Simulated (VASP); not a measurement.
# K2H5 (P6mm) in VASP: single point with PBE

Aim: the single point of K2H5 with PBE.

All numbers are computed with VASP 6.6.1; they aren't measurements. Logs are shortened: lines on timing, memory, paths and dates and some standing lists are left out, and cuts for length are marked.

## 1. The cell of the first run

It takes space group P6mm (No. 183, hexagonal). Conventional cell: a = 5.301 Å, b = 5.301 Å, c = 8.032 Å, α = 90.00°, β = 90.00°, γ = 120.00°. Within 2.8 Å of K (site symmetry 3m) lie 1 H at 2.14 Å. Within 1.5 Å of H (site symmetry 3m) lie 1 H at 1.14 Å. H (site symmetry 3m) has 1 H at 1.14 Å within 1.5 Å. H (site symmetry 6mm) has 6 K at 3.64 Å and 24 H at 4.14 to 5.30 Å within 5.4 Å.

The cell was built from a structure type or drawn by symmetry, and may not be a known phase.

## 2. Single point, PBE

Contents of INCAR:

```
PREC = Accurate
ENCUT = 500
EDIFF = 1E-6
ISMEAR = 0
SIGMA = 0.1
LREAL = F
LASPH = T
NELM = 120
ALGO = Normal
ISIF = 2
LWAVE = F
LCHARG = F
GGA = PE
NBANDS = 20
GGA_COMPAT = F
```

Contents of KPOINTS:

```
Automatic mesh
0
Gamma
  6 6 2
```

Contents of POSCAR:

```
K2H5
1.0
    5.3006704700      0.0000000000      0.0000000000
   -2.6503352400      4.5905152900      0.0000000000
    0.0000000000      0.0000000000      8.0319661800
K H
2 5
Direct
    0.3333333300      0.6666666700      0.5067242600
    0.6666666700      0.3333333300      0.5067242600
    0.3333333300      0.6666666700      0.9156751000
    0.6666666700      0.3333333300      0.9156751000
    0.3333333300      0.6666666700      0.7733651100
    0.6666666700      0.3333333300      0.7733651100
    0.0000000000      0.0000000000      0.2618865800
```

Potentials or basis: VASP PAW PBE potentials, release 64 (K_sv, H).

The run is started by

```
$ cat potpaw_PBE.64/K_sv/POTCAR potpaw_PBE.64/H/POTCAR > POTCAR
$ mpirun -np 1 vasp_std > vasp.out
```

OUTCAR:

```text
PREC = Accurate
   ENCUT = 500
   EDIFF = 1E-6
   ISMEAR = 0
   LREAL = F
   LASPH = T
   NELM = 120
   ISIF = 2
   GGA = PE

 ion  position               nearest neighbor table
   1  0.333  0.667  0.507-   5 2.14   2 3.06   2 3.06   2 3.06
   2  0.667  0.333  0.507-   6 2.14   1 3.06   1 3.06   1 3.06
   3  0.333  0.667  0.916-
   4  0.667  0.333  0.916-
   5  0.333  0.667  0.773-   1 2.14
   6  0.667  0.333  0.773-   2 2.14
   7  0.000  0.000  0.262-

  LATTYP: Found a hexagonal cell.
 ALAT       =     5.3006704700
 C/A-ratio  =     1.5152736291

  Lattice vectors:

 A1 = (   5.3006704700,   0.0000000000,   0.0000000000)
 A2 = (  -2.6503352400,   4.5905152900,   0.0000000000)
 A3 = (   0.0000000000,   0.0000000000,   8.0319661800)

Analysis of symmetry for initial positions (statically):
=====================================================================
 Subroutine PRICEL returns:
 Original cell was already a primitive cell.

 Routine SETGRP: Setting up the symmetry group for a
 hexagonal supercell.

 Subroutine GETGRP returns: Found 12 space group operations
 (whereof 12 operations were pure point group operations)
 out of a pool of 24 trial point group operations.

The static configuration has the point symmetry C_6v.

Analysis of symmetry for dynamics (positions and initial velocities):
=====================================================================
 Subroutine PRICEL returns:
 Original cell was already a primitive cell.

 Routine SETGRP: Setting up the symmetry group for a
 hexagonal supercell.

 Subroutine GETGRP returns: Found 12 space group operations
 (whereof 12 operations were pure point group operations)
 out of a pool of 24 trial point group operations.

The dynamic configuration has the point symmetry C_6v.

 Subroutine INISYM returns: Found 12 space group operations
 (whereof 12 operations are pure point group operations),
 and found     1 'primitive' translations

----------------------------------------------------------------------------------------

                                     Primitive cell

  volume of cell :     195.4403

  direct lattice vectors                    reciprocal lattice vectors
     5.300670470  0.000000000  0.000000000     0.188655380  0.108920234  0.000000000
    -2.650335240  4.590515290  0.000000000     0.000000000  0.217840468  0.000000000
     0.000000000  0.000000000  8.031966180     0.000000000  0.000000000  0.124502516

  length of vectors
     5.300670470  5.300670478  8.031966180     0.217840469  0.217840468  0.124502516

  position of ions in fractional coordinates (direct lattice)
     0.333333330  0.666666670  0.506724260
     0.666666670  0.333333330  0.506724260
     0.333333330  0.666666670  0.915675100
     0.666666670  0.333333330  0.915675100
     0.333333330  0.666666670  0.773365110
     0.666666670  0.333333330  0.773365110
     0.000000000  0.000000000  0.261886580

  ion indices of the primitive-cell ions
   primitive index   ion index
                 1           1
                 2           2
                 3           3
                 4           4
                 5           5
                 6           6
                 7           7

----------------------------------------------------------------------------------------

 KPOINTS: Automatic mesh

Automatic generation of k-mesh.
 Grid dimensions read from file:
 generate k-points for:    6    6    2

 Generating k-lattice:

  Cartesian coordinates                     Fractional coordinates (reciprocal lattice)
     0.031442563  0.018153372  0.000000000     0.166666667  0.000000000  0.000000000
     0.000000000  0.036306745  0.000000000     0.000000000  0.166666667  0.000000000
     0.000000000  0.000000000  0.062251258     0.000000000  0.000000000  0.500000000

  Length of vectors
     0.036306745  0.036306745  0.062251258

  Shift w.r.t. Gamma in fractional coordinates (k-lattice)
     0.000000000  0.000000000  0.000000000

 Subroutine IBZKPT returns following result:
 ===========================================

 Found     14 irreducible k-points:

 Following reciprocal coordinates:
            Coordinates               Weight
  0.000000  0.000000  0.000000      1.000000
  0.166667  0.000000  0.000000      6.000000
  0.333333  0.000000  0.000000      6.000000
  0.500000  0.000000  0.000000      3.000000
  0.166667  0.166667  0.000000      6.000000
  0.333333  0.166667  0.000000     12.000000
  0.333333  0.333333  0.000000      2.000000
  0.000000  0.000000  0.500000      1.000000
  0.166667  0.000000  0.500000      6.000000
  0.333333  0.000000  0.500000      6.000000
  0.500000  0.000000  0.500000      3.000000
  0.166667  0.166667  0.500000      6.000000
  0.333333  0.166667  0.500000     12.000000
  0.333333  0.333333  0.500000      2.000000
   k-points           NKPTS =     14   k-points in BZ     NKDIM =     14   number of bands    NBANDS=     20
   number of dos      NEDOS =    301   number of ions     NIONS =      7
   total plane-waves  NPLWV =  96000
   dimension x,y,z NGX =    40 NGY =   40 NGZ =   60
   dimension x,y,z NGXF=    80 NGYF=   80 NGZF=  120
   ions per type =               2   5
   NGX,Y,Z   is equivalent  to a cutoff of  12.55, 12.55, 12.42 a.u.
   NGXF,Y,Z  is equivalent  to a cutoff of  25.09, 25.09, 24.84 a.u.
 SYSTEM =  unknown system
   PREC   = accura    normal or accurate (medium, high low for compatibility)
   ISTART =      0    job   : 0-new  1-cont  2-samecut
   ICHARG =      2    charge: 1-file 2-atom 10-const
   ISPIN  =      1    spin polarized calculation?
   LNONCOLLINEAR =      F non collinear calculations
   LSORBIT =      F    spin-orbit coupling
   LASPH  =      T    aspherical Exc in radial PAW
   ENCUT  =  500.0 eV  36.75 Ry    6.06 a.u.   9.66  9.66 14.64*2*pi/ulx,y,z
   NELM   =    120;   NELMIN=  2; NELMDL= -5     # of ELM steps
   EDIFF  = 0.1E-05   stopping-criterion for ELM
   LREAL  =      F    real-space projection
   EDIFFG = 0.1E-04   stopping-criterion for IOM
   NSW    =      0    number of steps for IOM
   IBRION =     -1    ionic relax: 0-MD 1-quasi-New 2-CG
   NFREE  =      0    steps in history (QN), initial steepest desc. (CG)
   ISIF   =      2    stress and relaxation
   ISYM   =      2    0-nonsym 1-usesym 2-fastsym
   POTIM  = 0.5000    time-step for ionic-motion
   TEBEG  =    0.0;   TEEND  =   0.0 temperature during run
   PSTRESS=    0.0 pullay stress
   NELECT =      23.0000    total number of electrons
   NUPDOWN=      -1.0000    fix difference up-down
   EMIN   =  10.00;   EMAX   =-10.00  energy-range for DOS
   EFERMI =   0.00;   METHOD = LEGACY
   ISMEAR =     0;   SIGMA  =   0.10  broadening in eV -4-tet -1-fermi 0-gaus
   EFERMI_NEDOS =   21; number of points for ismear=-14 and -15
   IALGO  =     38    algorithm
   IMIX   =      4    mixing-type and parameters
     AMIX     =   0.40;   BMIX     =  1.00
     AMIX_MAG =   1.60;   BMIX_MAG =  1.00
  volume/ion in A,a.u.               =      27.92       188.41
  Fermi-wavevector in a.u.,A,eV,Ry     =   0.802256  1.516043  8.756900  0.643614
  Thomas-Fermi vector in A             =   1.909898
   LORBIT       =      0    0 simple, 1 ext, 2 COOP (PROOUT), +10 PAW based schemes
   GGA     = PE    functional components
   LHFCALC =     F    Hartree Fock is set to
   AEXX    =    0.0000 exact exchange contribution
   IVDW    =     0    specifies the selected vdW correction
   LEPSILON=     F    determine dielectric tensor
   LRPA    =     F    only Hartree local field effects (RPA)
 non-spin polarized calculation
 Gauss-broadening in eV      SIGMA  =   0.10
  energy-cutoff  :      500.00
  volume of cell :      195.44
 maximum number of plane-waves:      5033
 NGX is ok and might be reduce to    40
   NGX = 19   NGY = 19   NGZ = 29

 number of electron      22.9999998 magnetization

 Free energy of the ion-electron system (eV)
  ---------------------------------------------------
  ext. energy  EPLUGINS =         0.00000000
  ---------------------------------------------------
  free energy    TOTEN  =       -13.69384428 eV

  energy without entropy =      -13.67158429  energy(sigma->0) =      -13.68271428

 E-fermi :  -0.6583     XC(G=0):  -5.4339

 val. band max:       -0.7103308778   @ k =   0.3333   0.0000   0.5000
 cond. band min:      -0.6546456448   @ k =   0.5000   0.0000   0.5000
 fundamental gap:      0.0556852330
 Fermi energy:        -0.6582761250

 k-point     1 :       0.0000    0.0000    0.0000
  band No.  band energies     occupation
      1     -34.2192      2.00000
      2     -33.9365      2.00000
      3     -18.0566      2.00000
      4     -18.0566      2.00000
      5     -17.6506      2.00000
      6     -17.3679      2.00000
[... 12 lines left out ...]
     19       2.5468      0.00000
     20       3.2090      0.00000

 k-point     2 :       0.1667    0.0000    0.0000
  band No.  band energies     occupation
      1     -34.2029      2.00000
      2     -33.9536      2.00000
      3     -18.0791      2.00000
      4     -18.0199      2.00000
      5     -17.6340      2.00000
      6     -17.3848      2.00000
[... 12 lines left out ...]
     19       2.6048      0.00000
     20       3.0403      0.00000

 k-point     3 :       0.3333    0.0000    0.0000
  band No.  band energies     occupation
      1     -34.1608      2.00000
      2     -33.9976      2.00000
      3     -18.1206      2.00000
      4     -17.9331      2.00000
      5     -17.5913      2.00000
      6     -17.4282      2.00000
[... 12 lines left out ...]
     19       2.1185      0.00000
     20       2.8886      0.00000

 k-point     4 :       0.5000    0.0000    0.0000
  band No.  band energies     occupation
      1     -34.1268      2.00000
      2     -34.0326      2.00000
      3     -18.1398      2.00000
      4     -17.8777      2.00000
      5     -17.5570      2.00000
      6     -17.4629      2.00000
[... 199 lines left out ...]
 k-point    13 :       0.3333    0.1667    0.5000
  band No.  band energies     occupation
      1     -34.1268      2.00000
      2     -34.0326      2.00000
      3     -18.1605      2.00000
      4     -17.8276      2.00000
      5     -17.5572      2.00000
      6     -17.4673      2.00000
[... 12 lines left out ...]
     19       2.2953      0.00000
     20       2.6384      0.00000

 k-point    14 :       0.3333    0.3333    0.5000
  band No.  band energies     occupation
      1     -34.0799      2.00000
      2     -34.0799      2.00000
      3     -18.1866      2.00000
      4     -17.6479      2.00000
      5     -17.6479      2.00000
      6     -17.5099      2.00000
[... 12 lines left out ...]
     19       2.0677      0.00000
     20       3.0759      0.00000

------------------------ aborting loop because EDIFF is reached ----------------------------------------

  FORCE on cell =-STRESS in cart. coord.  units (eV):
  Direction    XX          YY          ZZ          XY          YZ          ZX
  --------------------------------------------------------------------------------------
  -------------------------------------------------------------------------------------
  Total        1.7826039      1.7826039     -5.6402282     -0.0000000     -0.0000000     -0.0000000
  in kB       14.6134019     14.6134019    -46.2373718     -0.0000000     -0.0000000     -0.0000000
  external PRESSURE =      -5.6701894 kB  Pullay stress =       0.0000000 kB

 VOLUME and BASIS-vectors are now :
 -----------------------------------------------------------------------------
  energy-cutoff  :      500.00
  volume of cell :      195.44
      direct lattice vectors                 reciprocal lattice vectors
     5.300670470  0.000000000  0.000000000     0.188655380  0.108920234  0.000000000
    -2.650335240  4.590515290  0.000000000     0.000000000  0.217840468  0.000000000
     0.000000000  0.000000000  8.031966180     0.000000000  0.000000000  0.124502516

 POSITION                                       TOTAL-FORCE (eV/Angst)
 -----------------------------------------------------------------------------------
     -0.00000      3.06034      4.06999        -0.000000     -0.000000     -1.451709
      2.65034      1.53017      4.06999         0.000000     -0.000000     -1.451709
     -0.00000      3.06034      7.35467         0.000000     -0.000000     -3.402382
      2.65034      1.53017      7.35467        -0.000000     -0.000000     -3.402382
     -0.00000      3.06034      6.21164         0.000000     -0.000000      4.410085
      2.65034      1.53017      6.21164         0.000000     -0.000000      4.410085
      0.00000      0.00000      2.10346         0.000000      0.000000      0.888011
 -----------------------------------------------------------------------------------
    total drift:                               -0.000000     -0.000000     -0.000197

  FREE ENERGIE OF THE ION-ELECTRON SYSTEM (eV)
  ---------------------------------------------------
  free  energy   TOTEN  =       -13.6938442810 eV

  energy  without entropy=      -13.6715842869  energy(sigma->0) =      -13.68271428
```

Wall time 2.6 min (1 thread of AMD EPYC 7R13, shared host); peak memory 0.27 GiB.

What came out:

* Free energy: -13.6938 eV
* Pressure: -0.6 GPa
* Largest force: 4.410 eV/Å
* Band gap on the k mesh: zero (an odd number of electrons rules out a gap without spin polarisation)

Forces in eV/Å, atoms in the order of the input:
```
K    0.000  0.000 -1.452
K    0.000  0.000 -1.452
H    0.000  0.000 -3.402
H    0.000  0.000 -3.402
H    0.000  0.000  4.410
H    0.000  0.000  4.410
H    0.000  0.000  0.888
```

Levels at points of the mesh, in eV from the Fermi level:
```csv
k point,band 8,band 9,band 10,band 11,band 12,band 13,band 14,band 15,band 16,band 17
"(0.00, 0.00, 0.00)",-16.57,-6.79,-5.36,-2.41,-0.61,1.23,2.25,2.57,2.57,2.72
"(0.50, 0.00, 0.00)",-16.47,-6.33,-5.88,-1.86,0.43,0.65,1.23,1.53,2.09,2.44
"(0.00, 0.00, 0.50)",-16.57,-6.77,-5.36,-2.58,-0.07,0.57,2.11,2.59,2.59,2.68
"(0.50, 0.00, 0.50)",-16.47,-6.32,-5.87,-1.87,0.00,0.66,1.17,1.86,2.02,2.59
```

Caveat: the k points lie up to 0.39 Å⁻¹ apart, too coarse for converged energies and pressures of a metal; forces of over 1 eV/Å act on the atoms, so gaps and moduli don't describe the material at rest.
